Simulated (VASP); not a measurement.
Set up this calculation in VASP 6.6.1, as the native input.

```
Task                   : single point
Functional             : r2SCAN
Potentials or basis    : VASP PAW PBE potentials, release 64 (Na_pv)
Cutoff                 : 520 eV
k mesh                 : 15 × 15 × 15
Occupations            : fermi-dirac, width 0.1 eV
Spin                   : no spin polarisation
Dipole correction      : no
Further INCAR settings : ALGO = Normal; EDIFF = 1e-06; NBANDS = 10
```

Na:

```
CELL_PARAMETERS angstrom
3.41820 0.00000 0.00000
0.00000 3.41820 0.00000
0.00000 0.00000 3.41820
ATOMIC_POSITIONS crystal
Na 0.00000 0.00000 0.00000
```

This isn't the form of Na at room conditions, which is bcc.

The input as run:

POSCAR

```
Na
1.0
    3.4181960134      0.0000000000      0.0000000000
    0.0000000000      3.4181960134      0.0000000000
    0.0000000000      0.0000000000      3.4181960134
Na
1
Direct
    0.0000000000      0.0000000000      0.0000000000
```

INCAR.step1

```
PREC = Accurate
ENCUT = 520
ISMEAR = -1
SIGMA = 0.1
LREAL = False
LASPH = True
NELM = 60
NBANDS = 10
GGA = PE
ALGO = Normal
EDIFF = 1E-4
LWAVE = True
LCHARG = False
```

INCAR.step2

```
PREC = Accurate
ENCUT = 520
EDIFF = 1E-6
ISMEAR = -1
SIGMA = 0.1
LREAL = False
LASPH = True
NELM = 60
ALGO = Normal
ISIF = 2
LWAVE = False
LCHARG = False
METAGGA = R2SCAN
LMIXTAU = True
NBANDS = 10
ISTART = 1
```

KPOINTS

```
Automatic mesh
0
Gamma
  15 15 15
```

Potentials or basis: VASP PAW PBE potentials, release 64 (Na_pv).

The run is started by

```sh
$ cat potpaw_PBE.64/Na_pv/POTCAR > POTCAR
$ cp INCAR.step1 INCAR
$ mpirun -np 1 vasp_std > vasp.out
$ cp INCAR.step2 INCAR
$ mpirun -np 1 vasp_std > vasp.out
```

Results of the run:

```
Pressure               : 0.0 GPa
Band gap on the k mesh : zero (an odd number of electrons rules out a gap without spin polarisation)
```

Caveat: the PAW data sets were made with another functional, which shifts forces and pressure a little.

It took 4.7 min on 1 thread of AMD EPYC 7R13, with other jobs on the host, peak memory 0.15 GiB.
